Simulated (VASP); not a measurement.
Wanted: the native input for a VASP 6.6.1 run.

- Task: single point
- Functional: PBE
- Potentials or basis: VASP PAW PBE potentials, release 64 (K_sv, Si, Sb)
- Cutoff: 520 eV
- k mesh: 3 × 3 × 3
- Occupations: gaussian, width 0.1 eV
- Spin: no spin polarisation
- Dipole correction: no
- Further INCAR settings: ALGO = Normal; EDIFF = 1e-06; NBANDS = 28

The structure of K2SiSb3 lies in POSCAR:

```
K2SiSb3
1.0
    3.2698116393      1.8878266302      4.7877717146
   -3.2698116393      1.8878266302      4.7877717146
    0.0000000000     -3.7756532603      4.7877717146
K Si Sb
2 1 3
Direct
    0.8791221733      0.8791221733      0.8791221733
    0.1208778267      0.1208778267      0.1208778267
    0.5000000000      0.5000000000      0.5000000000
    0.5000000000      0.0000000000      0.5000000000
    0.5000000000      0.5000000000      0.0000000000
    0.0000000000      0.5000000000      0.5000000000
```

The input as run:

INCAR

```
SYSTEM = K2SiSb3
PREC     = Accurate       ! precision mode
ENCUT    = 520            ! plane-wave cutoff, eV
EDIFF    = 1E-6           ! SCF threshold, eV
ISMEAR   = 0              ! smearing method
SIGMA    = 0.1            ! smearing width, eV
LREAL    = .FALSE.        ! projectors in reciprocal space
LASPH    = .TRUE.         ! aspherical terms in the spheres
NELM     = 100            ! most SCF steps
ALGO     = Normal         ! electronic algorithm
ISIF     = 2              ! what is computed and relaxed
LWAVE    = .FALSE.        ! write WAVECAR
LCHARG   = .FALSE.        ! write CHGCAR
GGA      = PE             ! functional
NBANDS   = 28             ! bands
```

KPOINTS

```
Automatic mesh
0
G
  3 3 3
  0 0 0
```

Potentials or basis: VASP PAW PBE potentials, release 64 (K_sv, Si, Sb).

Launch:

```console
$ cat potpaw_PBE.64/K_sv/POTCAR potpaw_PBE.64/Si/POTCAR potpaw_PBE.64/Sb/POTCAR > POTCAR
$ mpirun -np 1 vasp_std > vasp.out
```

Results of the run:

| Property | Result |
| --- | --- |
| Pressure | 0.1 GPa |
| Largest force | 0.027 eV/Å |

Caveat: the k points lie up to 0.40 Å⁻¹ apart.

It took 33 s on 1 thread of Intel(R) Xeon(R) Platinum 8375C CPU @ 2.90GHz (Ice Lake), with other jobs on the host, peak memory 0.32 GiB.
